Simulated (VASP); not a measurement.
# TiAl3 (Pmm2) in VASP: notebook, part 2 of 2

VASP 6.6.1.

## 3. Single point, PBEsol

This run uses another cell than the first one, of 15.90 Å³/atom, 1.019 times its volume.

The input, INCAR:

```
SYSTEM = TiAl3
PREC     = Accurate       ! precision mode
ENCUT    = 520            ! plane-wave cutoff, eV
EDIFF    = 1E-7           ! SCF threshold, eV
ISMEAR   = -1             ! smearing method
SIGMA    = 0.05           ! smearing width, eV
LREAL    = .False.        ! projectors in reciprocal space
LASPH    = .True.         ! aspherical terms in the spheres
NELM     = 100            ! most SCF steps
ALGO     = Normal         ! electronic algorithm
ISIF     = 2              ! what is computed and relaxed
LWAVE    = .False.        ! write WAVECAR
LCHARG   = .False.        ! write CHGCAR
GGA      = PS             ! functional
NBANDS   = 18             ! bands
```

The input, KPOINTS:

```
Automatic mesh
0
Gamma
  9 6 6
  0 0 0
```

The input, POSCAR:

```
TiAl3
1.0
    2.7650950515      0.0000000000      0.0000000000
    0.0000000000      4.6878005890      0.0000000000
    0.0000000000      0.0000000000      4.9059229648
Ti Al
1 3
Direct
    0.0000000000      0.5000000000      0.1626688033
    0.0000000000      0.0000000000      0.8404464739
    0.5000000000      0.0000000000      0.3339150143
    0.5000000000      0.5000000000      0.6629687084
```

Potentials or basis: VASP PAW PBE potentials, release 64 (Ti_sv, Al).

The run is started by

```console
cat potpaw_PBE.64/Ti_sv/POTCAR potpaw_PBE.64/Al/POTCAR > POTCAR
mpirun -np 1 vasp_std > vasp.out
```

OUTCAR:

```text
SYSTEM = TiAl3
   PREC = Accurate
   ENCUT = 520
   EDIFF = 1E-7
   ISMEAR = -1
   LREAL = .False.
   LASPH = .True.
   NELM = 100
   ISIF = 2
   GGA = PS

 ion  position               nearest neighbor table
   1  0.000  0.500  0.163-   4 2.81   4 2.81   4 2.82   4 2.82   2 2.83   2 2.83   3 2.85   3 2.85
                             3 2.85   3 2.85
   2  0.000  0.000  0.840-   3 2.79   3 2.79   1 2.83   1 2.83   3 2.84   3 2.84   4 2.86   4 2.86
                             4 2.86   4 2.86
   3  0.500  0.000  0.334-   2 2.79   2 2.79   2 2.84   2 2.84   4 2.85   4 2.85   1 2.85   1 2.85
                             1 2.85   1 2.85
   4  0.500  0.500  0.663-   1 2.81   1 2.81   1 2.82   1 2.82   3 2.85   3 2.85   2 2.86   2 2.86
                             2 2.86   2 2.86

  LATTYP: Found a simple orthorhombic cell.
 ALAT       =     2.7650950515
 B/A-ratio  =     1.6953488042
 C/A-ratio  =     1.7742330276

  Lattice vectors:

 A1 = (   2.7650950515,   0.0000000000,   0.0000000000)
 A2 = (   0.0000000000,   4.6878005890,   0.0000000000)
 A3 = (   0.0000000000,   0.0000000000,   4.9059229648)

Analysis of symmetry for initial positions (statically):
=====================================================================
 Subroutine PRICEL returns:
 Original cell was already a primitive cell.

 Routine SETGRP: Setting up the symmetry group for a
 simple orthorhombic supercell.

 Subroutine GETGRP returns: Found  4 space group operations
 (whereof  4 operations were pure point group operations)
 out of a pool of  8 trial point group operations.

The static configuration has the point symmetry C_2v.

Analysis of symmetry for dynamics (positions and initial velocities):
=====================================================================
 Subroutine PRICEL returns:
 Original cell was already a primitive cell.

 Routine SETGRP: Setting up the symmetry group for a
 simple orthorhombic supercell.

 Subroutine GETGRP returns: Found  4 space group operations
 (whereof  4 operations were pure point group operations)
 out of a pool of  8 trial point group operations.

The dynamic configuration has the point symmetry C_2v.

 Subroutine INISYM returns: Found  4 space group operations
 (whereof  4 operations are pure point group operations),
 and found     1 'primitive' translations

----------------------------------------------------------------------------------------

                                     Primitive cell

  volume of cell :      63.5916

  direct lattice vectors                    reciprocal lattice vectors
     2.765095051  0.000000000  0.000000000     0.361651220  0.000000000  0.000000000
     0.000000000  4.687800589  0.000000000     0.000000000  0.213319654  0.000000000
     0.000000000  0.000000000  4.905922965     0.000000000  0.000000000  0.203835243

  length of vectors
     2.765095051  4.687800589  4.905922965     0.361651220  0.213319654  0.203835243

  position of ions in fractional coordinates (direct lattice)
     0.000000000  0.500000000  0.162668803
     0.000000000  0.000000000  0.840446474
     0.500000000  0.000000000  0.333915014
     0.500000000  0.500000000  0.662968708
[... 30 lines left out ...]
 ===========================================

 Found     80 irreducible k-points:

 Following reciprocal coordinates:
            Coordinates               Weight
  0.000000  0.000000  0.000000      1.000000
  0.111111  0.000000  0.000000      2.000000
  0.222222  0.000000  0.000000      2.000000
  0.333333  0.000000  0.000000      2.000000
  0.444444  0.000000  0.000000      2.000000
  0.000000  0.166667  0.000000      2.000000
[... 16 lines left out ...]
  0.222222  0.000000  0.166667      4.000000
  0.333333  0.000000  0.166667      4.000000
 [... further k-points ...]
   k-points           NKPTS =     80   k-points in BZ     NKDIM =     80   number of bands    NBANDS=     18
   number of dos      NEDOS =    301   number of ions     NIONS =      4
   total plane-waves  NPLWV =  31104
   dimension x,y,z NGX =    24 NGY =   36 NGZ =   36
   dimension x,y,z NGXF=    48 NGYF=   72 NGZF=   72
   ions per type =               1   3
   NGX,Y,Z   is equivalent  to a cutoff of  14.43, 12.77, 12.20 a.u.
   NGXF,Y,Z  is equivalent  to a cutoff of  28.86, 25.53, 24.40 a.u.
 SYSTEM =  TiAl3
   PREC   = accura    normal or accurate (medium, high low for compatibility)
   ISTART =      0    job   : 0-new  1-cont  2-samecut
   ICHARG =      2    charge: 1-file 2-atom 10-const
   ISPIN  =      1    spin polarized calculation?
   LNONCOLLINEAR =      F non collinear calculations
   LSORBIT =      F    spin-orbit coupling
   LASPH  =      T    aspherical Exc in radial PAW
   ENCUT  =  520.0 eV  38.22 Ry    6.18 a.u.   5.14  8.72  9.12*2*pi/ulx,y,z
   NELM   =    100;   NELMIN=  2; NELMDL= -5     # of ELM steps
   EDIFF  = 0.1E-06   stopping-criterion for ELM
   LREAL  =      F    real-space projection
   EDIFFG = 0.1E-05   stopping-criterion for IOM
   NSW    =      0    number of steps for IOM
   IBRION =     -1    ionic relax: 0-MD 1-quasi-New 2-CG
   NFREE  =      0    steps in history (QN), initial steepest desc. (CG)
   ISIF   =      2    stress and relaxation
   ISYM   =      2    0-nonsym 1-usesym 2-fastsym
   POTIM  = 0.5000    time-step for ionic-motion
   TEBEG  =    0.0;   TEEND  =   0.0 temperature during run
   PSTRESS=    0.0 pullay stress
   NELECT =      21.0000    total number of electrons
   NUPDOWN=      -1.0000    fix difference up-down
   EMIN   =  10.00;   EMAX   =-10.00  energy-range for DOS
   EFERMI =   0.00;   METHOD = LEGACY
   ISMEAR =    -1;   SIGMA  =   0.05  broadening in eV -4-tet -1-fermi 0-gaus
   EFERMI_NEDOS =   21; number of points for ismear=-14 and -15
   IALGO  =     38    algorithm
   IMIX   =      4    mixing-type and parameters
     AMIX     =   0.40;   BMIX     =  1.00
     AMIX_MAG =   1.60;   BMIX_MAG =  1.00
  volume/ion in A,a.u.               =      15.90       107.28
  Fermi-wavevector in a.u.,A,eV,Ry     =   1.131570  2.138357 17.421578  1.280450
  Thomas-Fermi vector in A             =   2.268269
   LORBIT       =      0    0 simple, 1 ext, 2 COOP (PROOUT), +10 PAW based schemes
   GGA     = PS    functional components
   LHFCALC =     F    Hartree Fock is set to
   AEXX    =    0.0000 exact exchange contribution
   IVDW    =     0    specifies the selected vdW correction
   LEPSILON=     F    determine dielectric tensor
   LRPA    =     F    only Hartree local field effects (RPA)
 non-spin polarized calculation
  energy-cutoff  :      520.00
  volume of cell :       63.59
 maximum number of plane-waves:      1740
 NGX is ok and might be reduce to    24
   NGX = 11   NGY = 17   NGZ = 19

 number of electron      21.0000000 magnetization

 Free energy of the ion-electron system (eV)
  ---------------------------------------------------
  ext. energy  EPLUGINS =         0.00000000
  ---------------------------------------------------
  free energy    TOTEN  =       -21.60760936 eV

  energy without entropy =      -21.58777224  energy(sigma->0) =      -21.59769080

 E-fermi :   8.2181     XC(G=0): -10.8089

 val. band max:        8.2160141252   @ k =   0.1111   0.5000   0.1667
 cond. band min:       8.2248709879   @ k =   0.2222   0.5000   0.3333
 fundamental gap:      0.0088568628
 Fermi energy:         8.2181291959

 k-point     1 :       0.0000    0.0000    0.0000
  band No.  band energies     occupation
      1     -47.9653      2.00000
      2     -24.4018      2.00000
      3     -24.3963      2.00000
      4     -23.9625      2.00000
      5      -2.0332      2.00000
      6       2.9858      2.00000
[... 481 lines left out ...]
      5       0.2660      2.00000
      6       3.9751      2.00000
[... 10 lines left out ...]
     17      12.2599      0.00000
     18      13.2751      0.00000

 [... further k-points ...]

------------------------ aborting loop because EDIFF is reached ----------------------------------------

  FORCE on cell =-STRESS in cart. coord.  units (eV):
  Direction    XX          YY          ZZ          XY          YZ          ZX
  --------------------------------------------------------------------------------------
  -------------------------------------------------------------------------------------
  Total        0.0138462      0.0302215      0.0339252      0.0000000      0.0000000      0.0000000
  in kB        0.3488511      0.7614233      0.8547389      0.0000000      0.0000000      0.0000000
  external PRESSURE =       0.6550045 kB  Pullay stress =       0.0000000 kB

 VOLUME and BASIS-vectors are now :
 -----------------------------------------------------------------------------
  energy-cutoff  :      520.00
  volume of cell :       63.59
      direct lattice vectors                 reciprocal lattice vectors
     2.765095051  0.000000000  0.000000000     0.361651220  0.000000000  0.000000000
     0.000000000  4.687800589  0.000000000     0.000000000  0.213319654  0.000000000
     0.000000000  0.000000000  4.905922965     0.000000000  0.000000000  0.203835243

 POSITION                                       TOTAL-FORCE (eV/Angst)
 -----------------------------------------------------------------------------------
      0.00000      2.34390      0.79804         0.000000      0.000000      0.001690
      0.00000      0.00000      4.12317         0.000000      0.000000     -0.001655
      1.38255      0.00000      1.63816         0.000000      0.000000      0.002046
      1.38255      2.34390      3.25247         0.000000      0.000000     -0.002081
 -----------------------------------------------------------------------------------
    total drift:                                0.000000      0.000000     -0.000032

  FREE ENERGIE OF THE ION-ELECTRON SYSTEM (eV)
  ---------------------------------------------------
  free  energy   TOTEN  =       -21.6076093629 eV

  energy  without entropy=      -21.5877722442  energy(sigma->0) =      -21.59769080
```

Run time: 75 s. Hardware: 1 thread of Intel Xeon Platinum 8259CL at 2.50GHz (Skylake/Cascade Lake), shared host; peak memory 0.23 GiB.

What came out:

* Free energy: -21.6076 eV
* Pressure: 0.1 GPa

Forces on the atoms (eV/Å):
```
Ti   0.000  0.000  0.002
Al   0.000  0.000 -0.002
Al   0.000  0.000  0.002
Al   0.000  0.000 -0.002
```

Caveat: the PAW data sets were made with another functional, which shifts forces and pressure a little.
